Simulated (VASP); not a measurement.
# BN (P6_3mc) in VASP: vibrations by perturbation theory with PBEsol

Aim: the vibrations by perturbation theory of BN with PBEsol.

Program: VASP 6.6.1. These are calculated values, not measurements. Logs are shortened: lines on timing, memory, paths and dates and some standing lists are left out, and cuts for length are marked.

## 1. The cell of the first run

Symmetry: P6_3mc, No. 186, hexagonal system. The conventional cell has a = 2.545 Å, b = 2.545 Å, c = 8.366 Å, α = 90.00°, β = 90.00°, γ = 120.00°. B (site symmetry 3m) has 4 N at 1.56 Å within 2.1 Å. B (site symmetry 3m) has 4 N at 1.56 to 1.57 Å within 2.1 Å. Within 2.1 Å of N (site symmetry 3m) lie 4 B at 1.56 Å. Within 2.1 Å of N (site symmetry 3m) lie 4 B at 1.56 to 1.57 Å.

## 2. Vibrations by perturbation theory, PBEsol

File INCAR:

```
SYSTEM = BN
PREC = Accurate
ENCUT = 520
EDIFF = 1E-8
ISMEAR = 0
SIGMA = 0.01
LREAL = .FALSE.
LASPH = .TRUE.
NELM = 60
ALGO = Normal
ISIF = 2
LWAVE = .FALSE.
LCHARG = .FALSE.
GGA = PS
NBANDS = 26
IBRION = 8
NSW = 1
LEPSILON = .TRUE.
```

File KPOINTS:

```
Automatic mesh
0
G
  9 9 4
  0 0 0
```

File POSCAR:

```
BN
1.0
    2.5450997679      0.0000000000      0.0000000000
   -1.2725498840      2.2041210542      0.0000000000
    0.0000000000      0.0000000000      8.3659163238
B N
4 4
Direct
    0.0000000000      0.0000000000      0.0003972423
    0.3333333333      0.6666666667      0.2497070945
    0.0000000000      0.0000000000      0.5003972423
    0.6666666667      0.3333333333      0.7497070945
    0.0000000000      0.0000000000      0.1869828093
    0.3333333333      0.6666666667      0.4379128539
    0.0000000000      0.0000000000      0.6869828093
    0.6666666667      0.3333333333      0.9379128539
```

Potentials or basis: VASP PAW PBE potentials, release 64 (B, N).

Run with:

```bash
$ cat potpaw_PBE.64/B/POTCAR potpaw_PBE.64/N/POTCAR > POTCAR
$ mpirun -np 1 vasp_std > vasp.out
```

OUTCAR:

```text
SYSTEM = BN
   PREC = Accurate
   ENCUT = 520
   EDIFF = 1E-8
   ISMEAR = 0
   LREAL = .FALSE.
   LASPH = .TRUE.
   NELM = 60
   ISIF = 2
   GGA = PS
   IBRION = 8
   NSW = 1
   LEPSILON = .TRUE.

 ion  position               nearest neighbor table
   1  0.000  0.000  0.000-   8 1.56   8 1.56   8 1.56   5 1.56
   2  0.333  0.667  0.250-   5 1.56   5 1.56   5 1.56   6 1.57
   3  0.000  0.000  0.500-   6 1.56   6 1.56   6 1.56   7 1.56
   4  0.667  0.333  0.750-   7 1.56   7 1.56   7 1.56   8 1.57
   5  0.000  0.000  0.187-   2 1.56   2 1.56   2 1.56   1 1.56
   6  0.333  0.667  0.438-   3 1.56   3 1.56   3 1.56   2 1.57
   7  0.000  0.000  0.687-   4 1.56   4 1.56   4 1.56   3 1.56
   8  0.667  0.333  0.938-   1 1.56   1 1.56   1 1.56   4 1.57

  LATTYP: Found a hexagonal cell.
 ALAT       =     2.5450997679
 C/A-ratio  =     3.2870681257

  Lattice vectors:

 A1 = (   2.5450997679,   0.0000000000,   0.0000000000)
 A2 = (  -1.2725498840,   2.2041210542,   0.0000000000)
 A3 = (   0.0000000000,   0.0000000000,   8.3659163238)

Analysis of symmetry for initial positions (statically):
=====================================================================
 Subroutine PRICEL returns:
 Original cell was already a primitive cell.

 Routine SETGRP: Setting up the symmetry group for a
 hexagonal supercell.

 Subroutine GETGRP returns: Found 12 space group operations
 (whereof  6 operations were pure point group operations)
 out of a pool of 24 trial point group operations.

The static configuration has the point symmetry C_3v.
 The point group associated with its full space group is C_6v.

Analysis of symmetry for dynamics (positions and initial velocities):
=====================================================================
 Subroutine PRICEL returns:
 Original cell was already a primitive cell.

 Routine SETGRP: Setting up the symmetry group for a
 hexagonal supercell.

 Subroutine GETGRP returns: Found 12 space group operations
 (whereof  6 operations were pure point group operations)
 out of a pool of 24 trial point group operations.

The dynamic configuration has the point symmetry C_3v.
 The point group associated with its full space group is C_6v.

 Subroutine INISYM returns: Found 12 space group operations
 (whereof  6 operations are pure point group operations),
 and found     1 'primitive' translations

----------------------------------------------------------------------------------------

[... 982 lines left out ...]
    2    -0.00000     1.87105     0.00000
    3    -0.00000     0.00000     1.95668
 ion    4
    1     1.85930    -0.00000    -0.00000
    2    -0.00000     1.85930    -0.00000
    3    -0.00000     0.00000     1.86694
 ion    5
    1    -1.86339     0.00000     0.00000
    2     0.00000    -1.86339     0.00000
    3    -0.00000     0.00000    -1.92203
 ion    6
    1    -1.86696     0.00000    -0.00000
    2     0.00000    -1.86696     0.00000
    3    -0.00000    -0.00000    -1.90159
 ion    7
    1    -1.86339     0.00000    -0.00000
    2     0.00000    -1.86339     0.00000
    3     0.00000    -0.00000    -1.92203
 ion    8
    1    -1.86696     0.00000     0.00000
    2     0.00000    -1.86696    -0.00000
    3     0.00000     0.00000    -1.90159

 INTERNAL STRAIN TENSOR FOR ION    8 for displacements in x,y,z  (eV/Angst):
          X           Y           Z          XY          YZ          ZX
  --------------------------------------------------------------------------------
  x     0.00000    -0.00000     0.00000    -5.52138    -0.00000     3.09069
  y    -5.52138     5.52138    -0.00000    -0.00000     3.25112    -0.00000
  z     2.07765     2.07765    -2.80796    -0.00000     0.00000     0.00000

 SECOND DERIVATIVES (NOT SYMMETRIZED)
 ------------------------------------
               1X          1Y          1Z          2X          2Y          2Z          3X          3Y          3Z          4X          4Y          4Z          5X          5Y          5Z          6X          6Y          6Z          7X          7Y          7Z          8X          8Y          8Z
  1X   -25.535099    0.000000   -0.000000    0.469688   -0.000000   -0.000000    0.098021   -0.000000    0.000000    0.077654   -0.000000   -0.000000    4.172878   -0.000000    0.000000    0.284022   -0.000000    0.000000    0.194502   -0.000000   -0.000000   20.238334   -0.000000   -0.000000
  1Y     0.000000  -25.535099    0.000000   -0.000000    0.469688   -0.000000   -0.000000    0.098021   -0.000000   -0.000000    0.077654    0.000000   -0.000000    4.172878    0.000000   -0.000000    0.284022    0.000000   -0.000000    0.194502    0.000000   -0.000000   20.238334    0.000000
  1Z     0.000000    0.000000  -39.993420    0.000000    0.000000    5.983091   -0.000000    0.000000    3.374799    0.000000    0.000000    5.830142   -0.000000   -0.000000   11.684496    0.000000   -0.000000   -3.214464   -0.000000    0.000000   -1.702620    0.000000    0.000000   18.037977
  2X     0.472361   -0.000000    0.000000  -25.671342    0.000000   -0.000000    0.079139   -0.000000   -0.000000   -0.122553    0.000000   -0.000000   20.656494   -0.000000    0.000000    4.492506   -0.000000    0.000000    0.421444   -0.000000    0.000000   -0.328051    0.000000   -0.000000
  2Y    -0.000000    0.472361    0.000000    0.000000  -25.671342    0.000000   -0.000000    0.079139   -0.000000    0.000000   -0.122553    0.000000   -0.000000   20.656494    0.000000   -0.000000    4.492506    0.000000   -0.000000    0.421444   -0.000000    0.000000   -0.328051    0.000000
  2Z     0.000000   -0.000000    5.969970    0.000000   -0.000000  -38.500580    0.000000    0.000000    5.844245    0.000000    0.000000    2.962567   -0.000000   -0.000000   18.130582    0.000000    0.000000   10.729454    0.000000   -0.000000   -3.155515    0.000000   -0.000000   -1.980723
  3X     0.098021   -0.000000   -0.000000    0.077654   -0.000000    0.000000  -25.535099    0.000000    0.000000    0.469688   -0.000000    0.000000    0.194502   -0.000000   -0.000000   20.238334   -0.000000    0.000000    4.172878   -0.000000   -0.000000    0.284022   -0.000000    0.000000
  3Y    -0.000000    0.098021    0.000000   -0.000000    0.077654   -0.000000    0.000000  -25.535099   -0.000000   -0.000000    0.469688    0.000000   -0.000000    0.194502   -0.000000   -0.000000   20.238334   -0.000000   -0.000000    4.172878    0.000000   -0.000000    0.284022    0.000000
  3Z     0.000000    0.000000    3.374799    0.000000    0.000000    5.830142    0.000000    0.000000  -39.993420    0.000000   -0.000000    5.983091    0.000000    0.000000   -1.702620   -0.000000   -0.000000   18.037977    0.000000    0.000000   11.684496    0.000000    0.000000   -3.214464
  4X     0.079139   -0.000000    0.000000   -0.122553    0.000000    0.000000    0.472361   -0.000000    0.000000  -25.671342    0.000000    0.000000    0.421444   -0.000000   -0.000000   -0.328051    0.000000   -0.000000   20.656494   -0.000000    0.000000    4.492506   -0.000000    0.000000
  4Y    -0.000000    0.079139    0.000000    0.000000   -0.122553    0.000000   -0.000000    0.472361    0.000000    0.000000  -25.671342   -0.000000   -0.000000    0.421444    0.000000    0.000000   -0.328051    0.000000   -0.000000   20.656494    0.000000   -0.000000    4.492506   -0.000000
  4Z     0.000000   -0.000000    5.844245    0.000000   -0.000000    2.962567    0.000000    0.000000    5.969970    0.000000    0.000000  -38.500580   -0.000000    0.000000   -3.155515   -0.000000    0.000000   -1.980723    0.000000    0.000000   18.130582   -0.000000    0.000000   10.729454
  5X     4.165249   -0.000000    0.000000   20.656939   -0.000000    0.000000    0.185263   -0.000000   -0.000000    0.417657   -0.000000    0.000000  -26.592114    0.000000    0.000000    0.164014   -0.000000   -0.000000   -0.012337    0.000000   -0.000000    1.015330   -0.000000   -0.000000
  5Y    -0.000000    4.165249    0.000000   -0.000000   20.656939    0.000000   -0.000000    0.185263   -0.000000   -0.000000    0.417657    0.000000    0.000000  -26.592114    0.000000   -0.000000    0.164014    0.000000    0.000000   -0.012337   -0.000000   -0.000000    1.015330   -0.000000
  5Z    -0.000000   -0.000000   11.650338    0.000000   -0.000000   18.104421    0.000000    0.000000   -1.677509    0.000000    0.000000   -3.132081    0.000000    0.000000  -41.791473   -0.000000   -0.000000    7.011606    0.000000    0.000000    3.080526    0.000000   -0.000000    6.754171
  6X     0.287418   -0.000000    0.000000    4.493472   -0.000000    0.000000   20.242816   -0.000000    0.000000   -0.324956    0.000000    0.000000    0.166532   -0.000000    0.000000  -26.038022    0.000000    0.000000    1.016685   -0.000000    0.000000    0.156056   -0.000000   -0.000000
  6Y    -0.000000    0.287418    0.000000   -0.000000    4.493472   -0.000000   -0.000000   20.242816   -0.000000    0.000000   -0.324956    0.000000   -0.000000    0.166532    0.000000    0.000000  -26.038022    0.000000   -0.000000    1.016685    0.000000   -0.000000    0.156056    0.000000
  6Z     0.000000   -0.000000   -3.250256    0.000000   -0.000000   10.699938    0.000000    0.000000   18.072958    0.000000    0.000000   -1.958912    0.000000   -0.000000    7.036511    0.000000    0.000000  -40.393311    0.000000   -0.000000    6.735599   -0.000000   -0.000000    3.057472
  7X     0.185263   -0.000000    0.000000    0.417657   -0.000000    0.000000    4.165249   -0.000000    0.000000   20.656939   -0.000000   -0.000000   -0.012337    0.000000    0.000000    1.015330   -0.000000    0.000000  -26.592114    0.000000   -0.000000    0.164014   -0.000000    0.000000
  7Y    -0.000000    0.185263    0.000000   -0.000000    0.417657   -0.000000   -0.000000    4.165249   -0.000000   -0.000000   20.656939    0.000000    0.000000   -0.012337    0.000000   -0.000000    1.015330    0.000000    0.000000  -26.592114   -0.000000   -0.000000    0.164014   -0.000000
  7Z     0.000000    0.000000   -1.677509   -0.000000   -0.000000   -3.132081    0.000000    0.000000   11.650338    0.000000    0.000000   18.104421   -0.000000   -0.000000    3.080526    0.000000    0.000000    6.754171    0.000000   -0.000000  -41.791473    0.000000    0.000000    7.011606
  8X    20.242816   -0.000000    0.000000   -0.324956    0.000000    0.000000    0.287418   -0.000000    0.000000    4.493472   -0.000000    0.000000    1.016685   -0.000000    0.000000    0.156056   -0.000000    0.000000    0.166532   -0.000000    0.000000  -26.038022    0.000000    0.000000
  8Y    -0.000000   20.242816    0.000000    0.000000   -0.324956   -0.000000   -0.000000    0.287418    0.000000   -0.000000    4.493472    0.000000   -0.000000    1.016685    0.000000   -0.000000    0.156056   -0.000000   -0.000000    0.166532    0.000000    0.000000  -26.038022   -0.000000
  8Z     0.000000    0.000000   18.072958   -0.000000   -0.000000   -1.958912    0.000000    0.000000   -3.250256    0.000000    0.000000   10.699938   -0.000000    0.000000    6.735599    0.000000    0.000000    3.057472    0.000000    0.000000    7.036511    0.000000    0.000000  -40.393311

 Eigenvectors and eigenvalues of the dynamical matrix
 ----------------------------------------------------

   1 f  =   37.251243 THz   234.056460 2PiTHz 1242.567701 cm-1   154.058691 meV
             X         Y         Z           dx          dy          dz
      0.000000  0.000000  0.003323    -0.000000    0.000000   -0.530069
     -0.000000  1.469414  2.089029    -0.000000    0.000000   -0.133644
      0.000000  0.000000  4.186281     0.000000    0.000000    0.530069
      1.272550  0.734707  6.271987    -0.000000    0.000000    0.133644
      0.000000  0.000000  1.564283     0.000000   -0.000000    0.328580
     -0.000000  1.469414  3.663542    -0.000000    0.000000   -0.305290
      0.000000  0.000000  5.747241     0.000000   -0.000000   -0.328580
      1.272550  0.734707  7.846500     0.000000   -0.000000    0.305290
[... 243 lines left out ...]
  24 f/i=    0.007861 THz     0.049394 2PiTHz    0.262226 cm-1     0.032512 meV
             X         Y         Z           dx          dy          dz
      0.000000  0.000000  0.003323     0.047879    0.326407   -0.000000
     -0.000000  1.469414  2.089029     0.047916    0.326664   -0.000000
      0.000000  0.000000  4.186281     0.047879    0.326407   -0.000000
      1.272550  0.734707  6.271987     0.047916    0.326664   -0.000000
      0.000000  0.000000  1.564283     0.054545    0.371853   -0.000000
     -0.000000  1.469414  3.663542     0.054479    0.371407   -0.000000
      0.000000  0.000000  5.747241     0.054545    0.371853   -0.000000
      1.272550  0.734707  7.846500     0.054479    0.371407   -0.000000

--------------------------------------------------------------------------------------------------------

 MACROSCOPIC STATIC DIELECTRIC TENSOR IONIC CONTRIBUTION
 ------------------------------------------------------
           2.141203    -0.000000    -0.000000
          -0.000000     2.141203    -0.000000
          -0.000000    -0.000000     2.324286
 ------------------------------------------------------

 ELASTIC MODULI CONTR FROM IONIC RELAXATION (kBar)
 Direction    XX          YY          ZZ          XY          YZ          ZX
 --------------------------------------------------------------------------------
 XX        -174.4621    142.4496     21.0909      0.0000     -0.0000     -0.0000
 YY         142.4496   -174.4621     21.0909      0.0000      0.0000      0.0000
 ZZ          21.0909     21.0909    -27.9007     -0.0000     -0.0000     -0.0000
 XY           0.0000      0.0000     -0.0000   -158.4559      0.0000      0.0000
 YZ          -0.0000      0.0000     -0.0000      0.0000    -34.5618      0.0000
 ZX          -0.0000      0.0000     -0.0000     -0.0000      0.0000    -28.9455
 --------------------------------------------------------------------------------

 PIEZOELECTRIC TENSOR IONIC CONTR  for field in x, y, z        (C/m^2)
          XX          YY          ZZ          XY          YZ          ZX
  --------------------------------------------------------------------------------
  x    -0.00000     0.00000     0.00000    -0.00000     0.00000    -0.21770
  y    -0.00000    -0.00000    -0.00000     0.00000    -0.24017     0.00000
  z    -0.17868    -0.17868     0.23417     0.00000     0.00000     0.00000
```

It took 30 min on 1 thread of Oxide Virtual Turin-like, shared host; peak memory 0.49 GiB.

What came out:

```
Electronic dielectric tensor (diagonal)                 : 4.62, 4.62, 4.72
Born charges (mean of the diagonal)                     : B +1.90, +1.86 (each value once); N -1.88 e
Highest phonon frequency at Γ, LO-TO splitting left out : 1243 cm⁻¹
```

Phonon frequencies in cm⁻¹ (negative: imaginary):
| q point | frequencies |
| --- | --- |
| (0.000, 0.000, 0.000) | 0 0 0 339 339 350 350 474 474 629 637 971 983 983 1008 1008 1029 1029 1042 1057 1057 1124 1226 1243 |

Electronic dielectric tensor:
```
4.62 0.00 0.00
0.00 4.62 0.00
0.00 0.00 4.72
```

Born effective charge tensors (e):
atom 1, B
```
1.87 0.00 0.00
0.00 1.87 0.00
0.00 0.00 1.96
```
atom 2, B
```
1.86 0.00 0.00
0.00 1.86 0.00
0.00 0.00 1.87
```
atom 3, B
```
1.87 0.00 0.00
0.00 1.87 0.00
0.00 0.00 1.96
```
atom 4, B
```
1.86 0.00 0.00
0.00 1.86 0.00
0.00 0.00 1.87
```
atom 5, N
```
-1.86  0.00  0.00
 0.00 -1.86  0.00
 0.00  0.00 -1.92
```
atom 6, N
```
-1.87  0.00  0.00
 0.00 -1.87  0.00
 0.00  0.00 -1.90
```
atom 7, N
```
-1.86  0.00  0.00
 0.00 -1.86  0.00
 0.00  0.00 -1.92
```
atom 8, N
```
-1.87  0.00  0.00
 0.00 -1.87  0.00
 0.00  0.00 -1.90
```
